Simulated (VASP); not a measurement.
# Ge (Imma) in VASP: single point with PBEsol

Aim: the single point of Ge with PBEsol.

Everything below comes from runs of VASP 6.6.1. Logs are shortened: lines on timing, memory, paths and dates and some standing lists are left out, and cuts for length are marked.

## Step 1: The cell of the first run

It takes space group Imma (No. 74, orthorhombic). The conventional cell has a = 4.992 Å, b = 5.302 Å, c = 2.874 Å, α = 90.00°, β = 90.00°, γ = 90.00°. Within 3.5 Å of Ge (site symmetry mm2) lie 8 Ge at 2.65 to 2.91 Å.

## Step 2: Single point, PBEsol (atom 1 (Ge) moved by (+0.000, +0.300) A along [1 1 0] and z)

Contents of INCAR:

```
ALGO = Normal ; EDIFF = 1E-6
ENCUT = 520 ; GGA = PS
ISIF = 2 ; ISMEAR = 0
LASPH = T ; LCHARG = T
LELF = T ; LREAL = F
LVHAR = T ; LWAVE = F
NBANDS = 21 ; NELM = 100
PREC = Accurate ; SIGMA = 0.15
```

Contents of KPOINTS:

```
k-points
0
Gamma
  20 20 20
```

Contents of POSCAR:

```
Ge
1.0
   -2.4958980000      2.6508630000      1.4369470000
    2.4958980000     -2.6508630000      1.4369470000
    2.4958980000      2.6508630000     -1.4369470000
Ge
2
Direct
    0.2903309837      1.0403309837      0.2500000000
    0.8140570000      0.0640570000      0.7500000000
```

Potentials or basis: VASP PAW PBE potentials, release 64 (Ge_d).

Launch:

```sh
$ cat potpaw_PBE.64/Ge_d/POTCAR > POTCAR
$ mpirun -np 1 vasp_std > vasp.out
```

OUTCAR:

```text
EDIFF = 1E-6
   ENCUT = 520
   GGA = PS
   ISIF = 2
   ISMEAR = 0
   LASPH = T
   LREAL = F
   NELM = 100
   PREC = Accurate

 ion  position               nearest neighbor table
   1  0.290  0.040  0.250-   2 2.65   2 2.65   2 2.85   2 2.85   2 2.91   2 2.91
   2  0.814  0.064  0.750-   1 2.65   1 2.65   1 2.85   1 2.85   1 2.91   1 2.91

  LATTYP: Found a body centered orthorhombic cell.
 ALAT       =     2.8738940000
 B/A-ratio  =     1.7369450648
 C/A-ratio  =     1.8447882907

  Lattice vectors:

 A1 = (   2.4958980000,  -2.6508630000,   1.4369470000)
 A2 = (  -2.4958980000,  -2.6508630000,  -1.4369470000)
 A3 = (   2.4958980000,   2.6508630000,  -1.4369470000)

Analysis of symmetry for initial positions (statically):
=====================================================================
 Subroutine PRICEL returns:
 Original cell was already a primitive cell.

 Routine SETGRP: Setting up the symmetry group for a
 body centered orthorhombic supercell.

 Subroutine GETGRP returns: Found  8 space group operations
 (whereof  2 operations were pure point group operations)
 out of a pool of  8 trial point group operations.

The static configuration has the point symmetry C_1h.
 The point group associated with its full space group is D_2h.

Analysis of symmetry for dynamics (positions and initial velocities):
=====================================================================
 Subroutine PRICEL returns:
 Original cell was already a primitive cell.

 Routine SETGRP: Setting up the symmetry group for a
 body centered orthorhombic supercell.

 Subroutine GETGRP returns: Found  8 space group operations
 (whereof  2 operations were pure point group operations)
 out of a pool of  8 trial point group operations.

The dynamic configuration has the point symmetry C_1h.
 The point group associated with its full space group is D_2h.

 Subroutine INISYM returns: Found  8 space group operations
 (whereof  2 operations are pure point group operations),
 and found     1 'primitive' translations

----------------------------------------------------------------------------------------

                                     Primitive cell

  volume of cell :      38.0290

  direct lattice vectors                    reciprocal lattice vectors
    -2.495898000  2.650863000  1.436947000     0.000000000  0.188617820  0.347959946
     2.495898000 -2.650863000  1.436947000     0.200328699  0.000000000  0.347959946
     2.495898000  2.650863000 -1.436947000     0.200328699  0.188617820  0.000000000

  length of vectors
     3.914255760  3.914255760  3.914255760     0.395793893  0.401506801  0.275151358
[... 76 lines left out ...]
   LNONCOLLINEAR =      F non collinear calculations
   LSORBIT =      F    spin-orbit coupling
   LASPH  =      T    aspherical Exc in radial PAW
   ENCUT  =  520.0 eV  38.22 Ry    6.18 a.u.   7.28  7.28  7.28*2*pi/ulx,y,z
   NELM   =    100;   NELMIN=  2; NELMDL= -5     # of ELM steps
   EDIFF  = 0.1E-05   stopping-criterion for ELM
   LREAL  =      F    real-space projection
   EDIFFG = 0.1E-04   stopping-criterion for IOM
   NSW    =      0    number of steps for IOM
   IBRION =     -1    ionic relax: 0-MD 1-quasi-New 2-CG
   NFREE  =      0    steps in history (QN), initial steepest desc. (CG)
   ISIF   =      2    stress and relaxation
   ISYM   =      2    0-nonsym 1-usesym 2-fastsym
   POTIM  = 0.5000    time-step for ionic-motion
   TEBEG  =    0.0;   TEEND  =   0.0 temperature during run
   PSTRESS=    0.0 pullay stress
   NELECT =      28.0000    total number of electrons
   NUPDOWN=      -1.0000    fix difference up-down
   EMIN   =  10.00;   EMAX   =-10.00  energy-range for DOS
   EFERMI =   0.00;   METHOD = LEGACY
   ISMEAR =     0;   SIGMA  =   0.15  broadening in eV -4-tet -1-fermi 0-gaus
   EFERMI_NEDOS =   21; number of points for ismear=-14 and -15
   IALGO  =     38    algorithm
   IMIX   =      4    mixing-type and parameters
     AMIX     =   0.40;   BMIX     =  1.00
     AMIX_MAG =   1.60;   BMIX_MAG =  1.00
  volume/ion in A,a.u.               =      19.01       128.32
  Fermi-wavevector in a.u.,A,eV,Ry     =   1.478277  2.793539 29.732860  2.185304
  Thomas-Fermi vector in A             =   2.592578
   LORBIT       =      0    0 simple, 1 ext, 2 COOP (PROOUT), +10 PAW based schemes
   GGA     = PS    functional components
   LHFCALC =     F    Hartree Fock is set to
   AEXX    =    0.0000 exact exchange contribution
   IVDW    =     0    specifies the selected vdW correction
   LEPSILON=     F    determine dielectric tensor
   LRPA    =     F    only Hartree local field effects (RPA)
 non-spin polarized calculation
 Gauss-broadening in eV      SIGMA  =   0.15
  energy-cutoff  :      520.00
  volume of cell :       38.03
 maximum number of plane-waves:      1048
 NGX is ok and might be reduce to    30
   NGX = 15   NGY = 15   NGZ = 15

 number of electron      28.0000017 magnetization

 Free energy of the ion-electron system (eV)
  ---------------------------------------------------
  ext. energy  EPLUGINS =         0.00000000
  ---------------------------------------------------
  free energy    TOTEN  =        -9.49980739 eV

  energy without entropy =       -9.49033537  energy(sigma->0) =       -9.49507138

 E-fermi :   6.4087     XC(G=0): -11.3430

 val. band max:        6.4063032320   @ k =  -0.3000  -0.2500   0.0500
 cond. band min:       6.4090415847   @ k =   0.2000   0.3500   0.0500
 fundamental gap:      0.0027383527
 Fermi energy:         6.4086601692

 k-point     1 :       0.0000    0.0000    0.0000
  band No.  band energies     occupation
      1     -18.2886      2.00000
      2     -18.2101      2.00000
      3     -18.1970      2.00000
      4     -18.1868      2.00000
      5     -18.1835      2.00000
      6     -18.1338      2.00000
[... 565 lines left out ...]
     20      15.4192      0.00000
     21      19.8835      0.00000

 [... further k-points ...]
[... 5 lines left out ...]
  --------------------------------------------------------------------------------------
  -------------------------------------------------------------------------------------
  Total       -0.7491005     -0.3408476     -0.7014592      0.0000000     -0.0000000      0.0000000
  in kB      -31.5599140    -14.3600495    -29.5527645      0.0000000     -0.0000000      0.0000000
  external PRESSURE =     -25.1575760 kB  Pullay stress =       0.0000000 kB

 VOLUME and BASIS-vectors are now :
 -----------------------------------------------------------------------------
  energy-cutoff  :      520.00
  volume of cell :       38.03
      direct lattice vectors                 reciprocal lattice vectors
    -2.495898000  2.650863000  1.436947000     0.000000000  0.188617820  0.347959946
     2.495898000 -2.650863000  1.436947000     0.200328699  0.000000000  0.347959946
     2.495898000  2.650863000 -1.436947000     0.200328699  0.188617820  0.000000000

 POSITION                                       TOTAL-FORCE (eV/Angst)
 -----------------------------------------------------------------------------------
      0.00000      1.32543      0.11591         0.000000      0.000000     -0.021346
      0.00000      3.97629      0.18409        -0.000000     -0.000000      0.021346
 -----------------------------------------------------------------------------------
    total drift:                                0.000000      0.000000      0.000017

  FREE ENERGIE OF THE ION-ELECTRON SYSTEM (eV)
  ---------------------------------------------------
  free  energy   TOTEN  =        -9.4998073890 eV

  energy  without entropy=       -9.4903353709  energy(sigma->0) =       -9.49507138
```

OSZICAR:

```text
N       E                     dE             d eps       ncg     rms          rms(c)
DAV:   1     0.174625936892E+03    0.17463E+03   -0.14089E+04 55644   0.381E+03
DAV:   2     0.144690065220E+02   -0.16016E+03   -0.15543E+03 49237   0.592E+02
DAV:   3    -0.887665096737E+01   -0.23346E+02   -0.23151E+02 55875   0.133E+02
DAV:   4    -0.953198121036E+01   -0.65533E+00   -0.65488E+00 54983   0.259E+01
DAV:   5    -0.954172284822E+01   -0.97416E-02   -0.97414E-02 55611   0.347E+00    0.201E+00
DAV:   6    -0.951124256774E+01    0.30480E-01   -0.33622E-02 66803   0.318E+00    0.109E+00
DAV:   7    -0.950027282741E+01    0.10970E-01   -0.18333E-02 66810   0.205E+00    0.131E-01
DAV:   8    -0.949980399664E+01    0.46883E-03   -0.23719E-03 60095   0.869E-01    0.402E-02
DAV:   9    -0.949980697065E+01   -0.29740E-05   -0.60292E-05 59369   0.887E-02    0.983E-03
DAV:  10    -0.949980738897E+01   -0.41832E-06   -0.29185E-06 52989   0.185E-02
   1 F= -.94998074E+01 E0= -.94950714E+01  d E =-.947202E-02
```

Run time: 19 min. Hardware: 1 thread of AMD EPYC 7R43 (Zen 3), shared host; peak memory 0.72 GiB.

Results:

```yaml
Free_energy: -9.4998 eV
Pressure: -2.5 GPa
Largest_force: 0.021 eV/Å
Band_gap_on_the_k_mesh: zero (band 14 reaches 8.80 eV, above the bottom of band 15 at 3.16 eV)
```

Forces in eV/Å, atoms in the order of the input:
```
Ge   0.000  0.000 -0.021
Ge   0.000  0.000  0.021
```

Caveat: the cell differs from its parent crystal (atom 1 (Ge) moved by (+0.000, +0.300) A along [1 1 0] and z); the PAW data sets were made with another functional, which shifts forces and pressure a little.
